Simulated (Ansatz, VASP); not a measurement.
**Ge in VASP and in Ansatz**

File INCAR:

```
SYSTEM = Ge
  PREC = Accurate
  ENCUT = 520
  EDIFF = 1E-6
  ISMEAR = 0
  SIGMA = 0.1
  LREAL = .False.
  LASPH = .True.
  NELM = 80
  ALGO = Normal
  ISIF = 2
  LWAVE = .False.
  LCHARG = .True.
  GGA = PE
  LELF = .True.
  LVHAR = .True.
  NBANDS = 13
```

Contents of KPOINTS:

```
regular mesh
0
Gamma
  8 8 8
  0 0 0
```

The input POSCAR:

```
Ge
1.0
   -1.8452277143      1.8452277143      1.8452277143
    1.8452277143     -1.8452277143      1.8452277143
    1.8452277143      1.8452277143     -1.8452277143
Ge
1
Direct
    0.0000000000      0.0000000000      0.0000000000
```

Input for Ansatz:

```yaml
crystal:
  lattice:
    - [-1.8452277143, 1.8452277143, 1.8452277143]
    - [1.8452277143, -1.8452277143, 1.8452277143]
    - [1.8452277143, 1.8452277143, -1.8452277143]
  atoms:
    - { symbol: Ge, position: [0.0, 0.0, 0.0] }
basis:
  ecutwfc: 420
kpoints:
  mp_grid: { grid: [8, 8, 8] }
hamiltonian:
  xc: pbe
scf:
  occupations: { method: gaussian, width: 0.1 }
  lower_state_search: "off"
output:
  forces: true
  stress: true
  eigenvalues: true
```

Alike in both runs: task single point; functional PBE; k mesh 8 × 8 × 8; occupations gaussian, width 0.1 eV; no spin polarisation.

|  | VASP | Ansatz |
| --- | --- | --- |
| version | VASP 6.6.1 | Ansatz 0.2.0 |
| potentials or method | VASP PAW PBE potentials, release 64 (Ge_d), cutoff 520 eV | scalar-relativistic, plane waves, PAW |
| valence electrons in the cell | 14 | 14 |

Ansatz gave:

- gap on the k mesh at the Fermi level (eV): none
- pressure (GPa): -9.0

**Question.** Which values does VASP return?

**Answer.** gap on the k mesh at the Fermi level (eV): none; pressure (GPa): -9.1.

A gap of «none» marks a metal or a gap that the smearing closes. The functional is the same, so the differences come from potentials, cutoffs and numerics.
